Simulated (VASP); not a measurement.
A run of VASP 6.6.1:

The input INCAR:

```
SYSTEM = Ni2Cl
PREC = Accurate
ENCUT = 520
EDIFF = 1E-7
ISMEAR = 0
SIGMA = 0.1
LREAL = .FALSE.
LASPH = .TRUE.
NELM = 150
ALGO = Normal
ISIF = 2
LWAVE = .FALSE.
LCHARG = .FALSE.
ISPIN = 2
MAGMOM = 2 2 0
LORBIT = 11
LMAXMIX = 4
GGA = PE
NBANDS = 24
```

The input KPOINTS:

```
Automatic mesh
0
G
  6 6 2
  0 0 0
```

The input POSCAR:

```
Ni2Cl
1.0
    2.8879099899     -0.0000000033      0.0000000000
   -1.4439549921      2.5010034167      0.0000000000
    0.0000000000      0.0000000000      9.8111468113
Ni Cl
2 1
Direct
    0.6666666667      0.3333333333      0.8226015847
    0.3333333333      0.6666666667      0.1773984153
    0.0000000000      0.0000000000      0.0000000000
```

Potentials or basis: VASP PAW PBE potentials, release 64 (Ni, Cl).

The run is started by

```bash
$ cat potpaw_PBE.64/Ni/POTCAR potpaw_PBE.64/Cl/POTCAR > POTCAR
$ mpirun -np 1 vasp_std > vasp.out
```

Hardware: 1 thread of Oxide Virtual Turin-like Processor, with other jobs on the host.

How long does it take, and how much memory?

Wall time 93 s on 1 thread of Oxide Virtual Turin-like Processor (shared host), peak memory 0.21 GiB. Counts: scf iterations 20, k points 14.
